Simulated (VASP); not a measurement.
Write the native input for VASP 6.6.1 that does the following.

```
Task                   : single point
Functional             : PBE
Dispersion             : D3(BJ)
Potentials or basis    : VASP PAW PBE potentials, release 64 (Zn, O)
Cutoff                 : 520 eV
k mesh                 : 12 × 12 × 6
Occupations            : gaussian, width 0.05 eV
Spin                   : no spin polarisation
Dipole correction      : no
Further INCAR settings : ALGO = Normal; EDIFF = 1e-06; NBANDS = 26
```

The structure of ZnO lies in POSCAR:

```
ZnO
1.0
    3.2009496466      0.0000000000      0.0000000000
   -1.6004748233      2.8852508004      0.0000000000
    0.0000000000      0.0000000000      6.1688483439
Zn O
2 2
Direct
    0.0000000000      0.0000000000      0.7500000000
    0.0000000000      0.0000000000      0.2500000000
    0.3333333333      0.6666666667      0.2500000000
    0.6666666667      0.3333333333      0.7500000000
```

This cell differs from its parent crystal: strain -0.0200 x Voigt [1, -1, 0, 0, 0, 0].

These files were run (other wordings do the same):

INCAR

```
SYSTEM = ZnO
PREC = Accurate ; ENCUT = 520
EDIFF = 1E-6 ; ISMEAR = 0
SIGMA = 0.05 ; LREAL = .False.
LASPH = .True. ; NELM = 100
ALGO = Normal ; ISIF = 2
LWAVE = .False. ; LCHARG = .False.
GGA = PE ; IVDW = 12
NBANDS = 26
```

KPOINTS

```
Automatic mesh
0
Gamma
  12 12 6
  0 0 0
```

Potentials or basis: VASP PAW PBE potentials, release 64 (Zn, O).

The run is started by

```sh
$ cat potpaw_PBE.64/Zn/POTCAR potpaw_PBE.64/O/POTCAR > POTCAR
$ mpirun -np 1 vasp_std > vasp.out
```

Results of the run:

* Pressure: 1.2 GPa
* Largest force: 0.535 eV/Å
* Band gap on the k mesh: 0.63 eV
* Dispersion energy per atom: -0.187 eV

Caveat: the cell differs from its parent crystal (strain -0.0200 x Voigt [1, -1, 0, 0, 0, 0]); the stress differs along the axes, from -3 to 7 GPa; semilocal functionals underestimate gaps, and a narrow one can read as zero.

Wall time 3.6 min on 1 thread of AMD EPYC 9R14 (Zen 4) (shared host), peak memory 0.31 GiB.
